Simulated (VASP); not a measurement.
# Ta2N (P-3m1) in VASP: a series of runs

Ta2N is run at these levels: PBEsol+U; tasks: single point.

Program: VASP 6.6.1. These are calculated values, not measurements. Logs are shortened: lines on timing, memory, paths and dates and some standing lists are left out, and cuts for length are marked.

### 1 The cell of the first run

Symmetry: P-3m1, No. 164, trigonal system. The conventional cell has a = 3.049 Å, b = 3.049 Å, c = 4.770 Å, α = 90.00°, β = 90.00°, γ = 120.00°. Ta (site symmetry 3m) has 3 N at 2.14 Å within 2.8 Å. Within 2.8 Å of N (site symmetry -3m) lie 6 Ta at 2.14 Å.

### 2 Single point, PBEsol+U

INCAR reads:

```
SYSTEM = Ta2N
PREC = Accurate
ENCUT = 520
EDIFF = 1E-6
ISMEAR = 0
SIGMA = 0.1
LREAL = .False.
LASPH = .True.
NELM = 150
ALGO = Normal
ISIF = 2
LWAVE = .False.
LCHARG = .False.
LMAXMIX = 4
LDAU = .True.
LDAUTYPE = 2
LDAUL = 2 -1
LDAUU = 2 0
LDAUJ = 0 0
LDAUPRINT = 1
GGA = PS
NBANDS = 20
```

KPOINTS reads:

```
Automatic mesh
0
Gamma
  10 10 6
  0 0 0
```

POSCAR reads:

```
Ta2N
1.0
    3.0493158896      0.0000000000      0.0000000000
   -1.5246579448      2.6407850245      0.0000000000
    0.0000000000      0.0000000000      4.7704285953
Ta N
2 1
Direct
    0.3333333333      0.6666666667      0.2547110000
    0.6666666667      0.3333333333      0.7452890000
    0.0000000000      0.0000000000      0.0000000000
```

Potentials or basis: VASP PAW PBE potentials, release 64 (Ta_pv, N).

On the command line:

```console
$ cat potpaw_PBE.64/Ta_pv/POTCAR potpaw_PBE.64/N/POTCAR > POTCAR
$ mpirun -np 1 vasp_std > vasp.out
```

OUTCAR:

```text
SYSTEM = Ta2N
   PREC = Accurate
   ENCUT = 520
   EDIFF = 1E-6
   ISMEAR = 0
   LREAL = .False.
   LASPH = .True.
   NELM = 150
   ISIF = 2
   GGA = PS

 ion  position               nearest neighbor table
   1  0.333  0.667  0.255-   3 2.14   3 2.14   3 2.14   2 2.93   2 2.93   2 2.93   2 3.00   2 3.00
                             2 3.00
   2  0.667  0.333  0.745-   3 2.14   3 2.14   3 2.14   1 2.93   1 2.93   1 2.93   1 3.00   1 3.00
                             1 3.00
   3  0.000  0.000  0.000-   1 2.14   2 2.14   1 2.14   2 2.14   2 2.14   1 2.14

  LATTYP: Found a hexagonal cell.
 ALAT       =     3.0493158896
 C/A-ratio  =     1.5644258476

  Lattice vectors:

 A1 = (   3.0493158896,   0.0000000000,   0.0000000000)
 A2 = (  -1.5246579448,   2.6407850245,   0.0000000000)
 A3 = (   0.0000000000,   0.0000000000,   4.7704285953)

Analysis of symmetry for initial positions (statically):
=====================================================================
 Subroutine PRICEL returns:
 Original cell was already a primitive cell.

 Routine SETGRP: Setting up the symmetry group for a
 hexagonal supercell.

 Subroutine GETGRP returns: Found 12 space group operations
 (whereof 12 operations were pure point group operations)
 out of a pool of 24 trial point group operations.

The static configuration has the point symmetry D_3d.

Analysis of symmetry for dynamics (positions and initial velocities):
=====================================================================
 Subroutine PRICEL returns:
 Original cell was already a primitive cell.

 Routine SETGRP: Setting up the symmetry group for a
 hexagonal supercell.

 Subroutine GETGRP returns: Found 12 space group operations
 (whereof 12 operations were pure point group operations)
 out of a pool of 24 trial point group operations.

The dynamic configuration has the point symmetry D_3d.

 Subroutine INISYM returns: Found 12 space group operations
 (whereof 12 operations are pure point group operations),
 and found     1 'primitive' translations

----------------------------------------------------------------------------------------

                                     Primitive cell

  volume of cell :      38.4143

  direct lattice vectors                    reciprocal lattice vectors
     3.049315890  0.000000000  0.000000000     0.327942409  0.189337638  0.000000000
    -1.524657945  2.640785024  0.000000000     0.000000000  0.378675277  0.000000000
     0.000000000  0.000000000  4.770428595     0.000000000  0.000000000  0.209624771

  length of vectors
     3.049315890  3.049315890  4.770428595     0.378675277  0.378675277  0.209624771

  position of ions in fractional coordinates (direct lattice)
     0.333333333  0.666666667  0.254711000
     0.666666667  0.333333333  0.745289000
     0.000000000  0.000000000  0.000000000

  ion indices of the primitive-cell ions
   primitive index   ion index
                 1           1
                 2           2
                 3           3

----------------------------------------------------------------------------------------

 KPOINTS: Automatic mesh

Automatic generation of k-mesh.
 Grid dimensions read from file:
 generate k-points for:   10   10    6

 Generating k-lattice:

  Cartesian coordinates                     Fractional coordinates (reciprocal lattice)
     0.032794241  0.018933764  0.000000000     0.100000000  0.000000000  0.000000000
     0.000000000  0.037867528  0.000000000     0.000000000  0.100000000  0.000000000
     0.000000000  0.000000000  0.034937462     0.000000000  0.000000000  0.166666667

  Length of vectors
     0.037867528  0.037867528  0.034937462

  Shift w.r.t. Gamma in fractional coordinates (k-lattice)
     0.000000000  0.000000000  0.000000000

 Subroutine IBZKPT returns following result:
 ===========================================
[... 38 lines left out ...]
 SYSTEM =  Ta2N
   PREC   = accura    normal or accurate (medium, high low for compatibility)
   ISTART =      0    job   : 0-new  1-cont  2-samecut
   ICHARG =      2    charge: 1-file 2-atom 10-const
   ISPIN  =      1    spin polarized calculation?
   LNONCOLLINEAR =      F non collinear calculations
   LSORBIT =      F    spin-orbit coupling
   LASPH  =      T    aspherical Exc in radial PAW
   ENCUT  =  520.0 eV  38.22 Ry    6.18 a.u.   5.67  5.67  8.87*2*pi/ulx,y,z
   NELM   =    150;   NELMIN=  2; NELMDL= -5     # of ELM steps
   EDIFF  = 0.1E-05   stopping-criterion for ELM
   LREAL  =      F    real-space projection
   EDIFFG = 0.1E-04   stopping-criterion for IOM
   NSW    =      0    number of steps for IOM
   IBRION =     -1    ionic relax: 0-MD 1-quasi-New 2-CG
   NFREE  =      0    steps in history (QN), initial steepest desc. (CG)
   ISIF   =      2    stress and relaxation
   ISYM   =      2    0-nonsym 1-usesym 2-fastsym
   POTIM  = 0.5000    time-step for ionic-motion
   TEBEG  =    0.0;   TEEND  =   0.0 temperature during run
   PSTRESS=    0.0 pullay stress
   NELECT =      27.0000    total number of electrons
   NUPDOWN=      -1.0000    fix difference up-down
   EMIN   =  10.00;   EMAX   =-10.00  energy-range for DOS
   EFERMI =   0.00;   METHOD = LEGACY
   ISMEAR =     0;   SIGMA  =   0.10  broadening in eV -4-tet -1-fermi 0-gaus
   EFERMI_NEDOS =   21; number of points for ismear=-14 and -15
   IALGO  =     38    algorithm
   IMIX   =      4    mixing-type and parameters
     AMIX     =   0.40;   BMIX     =  1.00
     AMIX_MAG =   1.60;   BMIX_MAG =  1.00
  volume/ion in A,a.u.               =      12.80        86.41
  Fermi-wavevector in a.u.,A,eV,Ry     =   1.455566  2.750620 28.826274  2.118671
  Thomas-Fermi vector in A             =   2.572585
   LORBIT       =      0    0 simple, 1 ext, 2 COOP (PROOUT), +10 PAW based schemes
 LDA+U is selected, type is set to LDAUTYPE =  2
   angular momentum for each species LDAUL =     2   -1
   U (eV)           for each species LDAUU =   2.0  0.0
   J (eV)           for each species LDAUJ =   0.0  0.0
   GGA     = PS    functional components
   LHFCALC =     F    Hartree Fock is set to
   AEXX    =    0.0000 exact exchange contribution
   IVDW    =     0    specifies the selected vdW correction
   LEPSILON=     F    determine dielectric tensor
   LRPA    =     F    only Hartree local field effects (RPA)
 non-spin polarized calculation
 Gauss-broadening in eV      SIGMA  =   0.10
  energy-cutoff  :      520.00
  volume of cell :       38.41
 maximum number of plane-waves:      1085
 NGX is ok and might be reduce to    24
   NGX = 11   NGY = 11   NGZ = 17

atom =   1  type =  1  l = 2

 onsite density matrix

spin component  1

  0.2370 -0.0000 -0.0000 -0.0114  0.0000
 -0.0000  0.2384  0.0000  0.0000 -0.0114
 -0.0000  0.0000  0.2573  0.0000 -0.0000
 -0.0114  0.0000  0.0000  0.2384 -0.0000
  0.0000 -0.0114 -0.0000 -0.0000  0.2370

spin component  2

  0.2370 -0.0000 -0.0000 -0.0114  0.0000
 -0.0000  0.2384  0.0000  0.0000 -0.0114
 -0.0000  0.0000  0.2573  0.0000 -0.0000
 -0.0114  0.0000  0.0000  0.2384 -0.0000
  0.0000 -0.0114 -0.0000 -0.0000  0.2370

 occupancies and eigenvectors

  o =  0.2263  v = -0.0000  0.6854  0.0000 -0.0000  0.7282  0.0000  0.0000  0.0000  0.0000  0.0000      0.0000  0.0000  0.0000  0.0000  0.0000  0.0000  0.0000  0.0000  0.0000  0.0000
  o =  0.2263  v =  0.0000  0.0000  0.0000  0.0000  0.0000 -0.0000  0.6854  0.0000 -0.0000  0.7282      0.0000  0.0000  0.0000  0.0000  0.0000  0.0000  0.0000  0.0000  0.0000  0.0000
  o =  0.2263  v =  0.7282  0.0000  0.0000  0.6854  0.0000  0.0000  0.0000  0.0000  0.0000  0.0000      0.0000  0.0000  0.0000  0.0000  0.0000  0.0000  0.0000  0.0000  0.0000  0.0000
  o =  0.2263  v =  0.0000  0.0000  0.0000  0.0000  0.0000  0.7282  0.0000  0.0000  0.6854  0.0000      0.0000  0.0000  0.0000  0.0000  0.0000  0.0000  0.0000  0.0000  0.0000  0.0000
  o =  0.2491  v = -0.0000 -0.7282  0.0000  0.0000  0.6854  0.0000  0.0000  0.0000  0.0000  0.0000      0.0000  0.0000  0.0000  0.0000  0.0000  0.0000  0.0000  0.0000  0.0000  0.0000
  o =  0.2491  v =  0.0000  0.0000  0.0000  0.0000  0.0000 -0.0000 -0.7282  0.0000  0.0000  0.6854      0.0000  0.0000  0.0000  0.0000  0.0000  0.0000  0.0000  0.0000  0.0000  0.0000
  o =  0.2491  v =  0.0000  0.0000  0.0000  0.0000  0.0000  0.6854 -0.0000  0.0000 -0.7282  0.0000      0.0000  0.0000  0.0000  0.0000  0.0000  0.0000  0.0000  0.0000  0.0000  0.0000
  o =  0.2491  v =  0.6854 -0.0000  0.0000 -0.7282  0.0000  0.0000  0.0000  0.0000  0.0000  0.0000      0.0000  0.0000  0.0000  0.0000  0.0000  0.0000  0.0000  0.0000  0.0000  0.0000
  o =  0.2573  v =  0.0000  0.0000  0.0000  0.0000  0.0000 -0.0000  0.0000  1.0000  0.0000 -0.0000      0.0000  0.0000  0.0000  0.0000  0.0000  0.0000  0.0000  0.0000  0.0000  0.0000
  o =  0.2573  v = -0.0000  0.0000  1.0000  0.0000 -0.0000  0.0000  0.0000  0.0000  0.0000  0.0000      0.0000  0.0000  0.0000  0.0000  0.0000  0.0000  0.0000  0.0000  0.0000  0.0000

atom =   2  type =  1  l = 2

 onsite density matrix

spin component  1

  0.2370 -0.0000 -0.0000 -0.0114  0.0000
 -0.0000  0.2384  0.0000  0.0000 -0.0114
 -0.0000  0.0000  0.2573 -0.0000 -0.0000
 -0.0114  0.0000 -0.0000  0.2384 -0.0000
  0.0000 -0.0114 -0.0000 -0.0000  0.2370

spin component  2

  0.2370 -0.0000 -0.0000 -0.0114  0.0000
 -0.0000  0.2384  0.0000  0.0000 -0.0114
 -0.0000  0.0000  0.2573 -0.0000 -0.0000
 -0.0114  0.0000 -0.0000  0.2384 -0.0000
  0.0000 -0.0114 -0.0000 -0.0000  0.2370

 occupancies and eigenvectors

  o =  0.2263  v = -0.0000  0.6854  0.0000 -0.0000  0.7282  0.0000  0.0000  0.0000  0.0000  0.0000      0.0000  0.0000  0.0000  0.0000  0.0000  0.0000  0.0000  0.0000  0.0000  0.0000
  o =  0.2263  v =  0.0000  0.0000  0.0000  0.0000  0.0000 -0.0000  0.6854  0.0000 -0.0000  0.7282      0.0000  0.0000  0.0000  0.0000  0.0000  0.0000  0.0000  0.0000  0.0000  0.0000
  o =  0.2263  v =  0.7282  0.0000  0.0000  0.6854  0.0000  0.0000  0.0000  0.0000  0.0000  0.0000      0.0000  0.0000  0.0000  0.0000  0.0000  0.0000  0.0000  0.0000  0.0000  0.0000
  o =  0.2263  v =  0.0000  0.0000  0.0000  0.0000  0.0000  0.7282  0.0000  0.0000  0.6854  0.0000      0.0000  0.0000  0.0000  0.0000  0.0000  0.0000  0.0000  0.0000  0.0000  0.0000
  o =  0.2491  v = -0.0000 -0.7282  0.0000  0.0000  0.6854  0.0000  0.0000  0.0000  0.0000  0.0000      0.0000  0.0000  0.0000  0.0000  0.0000  0.0000  0.0000  0.0000  0.0000  0.0000
  o =  0.2491  v =  0.0000  0.0000  0.0000  0.0000  0.0000 -0.0000 -0.7282  0.0000  0.0000  0.6854      0.0000  0.0000  0.0000  0.0000  0.0000  0.0000  0.0000  0.0000  0.0000  0.0000
  o =  0.2491  v =  0.0000  0.0000  0.0000  0.0000  0.0000  0.6854 -0.0000  0.0000 -0.7282  0.0000      0.0000  0.0000  0.0000  0.0000  0.0000  0.0000  0.0000  0.0000  0.0000  0.0000
  o =  0.2491  v =  0.6854 -0.0000  0.0000 -0.7282  0.0000  0.0000  0.0000  0.0000  0.0000  0.0000      0.0000  0.0000  0.0000  0.0000  0.0000  0.0000  0.0000  0.0000  0.0000  0.0000
  o =  0.2573  v =  0.0000  0.0000  0.0000  0.0000  0.0000 -0.0000  0.0000  1.0000 -0.0000 -0.0000      0.0000  0.0000  0.0000  0.0000  0.0000  0.0000  0.0000  0.0000  0.0000  0.0000
  o =  0.2573  v = -0.0000  0.0000  1.0000 -0.0000 -0.0000  0.0000  0.0000  0.0000  0.0000  0.0000      0.0000  0.0000  0.0000  0.0000  0.0000  0.0000  0.0000  0.0000  0.0000  0.0000

 number of electron      27.0000002 magnetization

 Free energy of the ion-electron system (eV)
  ---------------------------------------------------
  ext. energy  EPLUGINS =         0.00000000
  ---------------------------------------------------
  free energy    TOTEN  =       -32.75468546 eV

  energy without entropy =      -32.74622429  energy(sigma->0) =      -32.75045488

 E-fermi :   8.1896     XC(G=0): -13.3136

 val. band max:        8.1798898201   @ k =   0.1000   0.0000   0.0000
 cond. band min:       8.1917061158   @ k =   0.2000   0.1000   0.1667
 fundamental gap:      0.0118162957
 Fermi energy:         8.1895897842

 k-point     1 :       0.0000    0.0000    0.0000
  band No.  band energies     occupation
      1     -27.9073      2.00000
      2     -27.0042      2.00000
      3     -27.0042      2.00000
      4     -26.8523      2.00000
      5     -26.8523      2.00000
      6     -26.7236      2.00000
[... 541 lines left out ...]
     19      13.1593      0.00000
     20      14.1039      0.00000

 [... further k-points ...]
[... 5 lines left out ...]
  --------------------------------------------------------------------------------------
  -------------------------------------------------------------------------------------
  Total        3.7283835      3.7283835      4.4858756      0.0000000     -0.0000000      0.0000000
  in kB      155.5028300    155.5028299    187.0961887      0.0000000     -0.0000000      0.0000000
  external PRESSURE =     166.0339495 kB  Pullay stress =       0.0000000 kB

 VOLUME and BASIS-vectors are now :
 -----------------------------------------------------------------------------
  energy-cutoff  :      520.00
  volume of cell :       38.41
      direct lattice vectors                 reciprocal lattice vectors
     3.049315890  0.000000000  0.000000000     0.327942409  0.189337638  0.000000000
    -1.524657945  2.640785024  0.000000000     0.000000000  0.378675277  0.000000000
     0.000000000  0.000000000  4.770428595     0.000000000  0.000000000  0.209624771

 POSITION                                       TOTAL-FORCE (eV/Angst)
 -----------------------------------------------------------------------------------
     -0.00000      1.76052      1.21508        -0.000000      0.000000      0.418973
      1.52466      0.88026      3.55535         0.000000      0.000000     -0.418973
      0.00000      0.00000      0.00000        -0.000000      0.000000      0.000000
 -----------------------------------------------------------------------------------
    total drift:                               -0.000000      0.000000      0.000000

  FREE ENERGIE OF THE ION-ELECTRON SYSTEM (eV)
  ---------------------------------------------------
  free  energy   TOTEN  =       -32.7546854646 eV

  energy  without entropy=      -32.7462242908  energy(sigma->0) =      -32.75045488
```

Wall time 18 s (1 thread of Intel Xeon 6975P-C (Granite Rapids), shared host); peak memory 0.19 GiB.

Results:

```
Free energy   : -32.7547 eV
Pressure      : 16.6 GPa
Largest force : 0.419 eV/Å
```

Forces in eV/Å, atoms in the order of the input:
```
Ta   0.000  0.000  0.419
Ta   0.000  0.000 -0.419
N    0.000  0.000  0.000
```

Levels at points of the mesh, in eV from the Fermi level:
| k point | band 11 | band 12 | band 13 | band 14 | band 15 | band 16 | band 17 | band 18 |
| --- | --- | --- | --- | --- | --- | --- | --- | --- |
| (0.00, 0.00, 0.00) | -5.18 | -0.74 | -0.23 | -0.23 | 0.22 | 0.33 | 0.33 | 1.29 |
| (0.50, 0.00, 0.00) | -4.91 | -2.81 | -1.47 | 1.94 | 2.06 | 4.04 | 4.41 | 4.59 |
| (0.00, 0.00, 0.50) | -3.08 | -2.85 | -1.18 | -1.18 | 1.87 | 2.03 | 2.52 | 2.52 |
| (0.50, 0.00, 0.50) | -3.55 | -2.32 | -2.25 | -0.33 | 0.81 | 3.67 | 3.81 | 4.46 |

Eigenvalues of the final occupation matrices:
```csv
site,spin,trace,eigenvalues
site 1 d,1,1.21,0.23 0.23 0.25 0.25 0.26
site 1 d,2,1.21,0.23 0.23 0.25 0.25 0.26
site 2 d,1,1.21,0.23 0.23 0.25 0.25 0.26
site 2 d,2,1.21,0.23 0.23 0.25 0.25 0.26
```

Caveat: the PAW data sets were made with another functional, which shifts forces and pressure a little; spin-orbit coupling is left out, which moves the levels of the heavy elements; U without spin polarisation on a metal has little footing.

(Continued in part 2 of 2.)
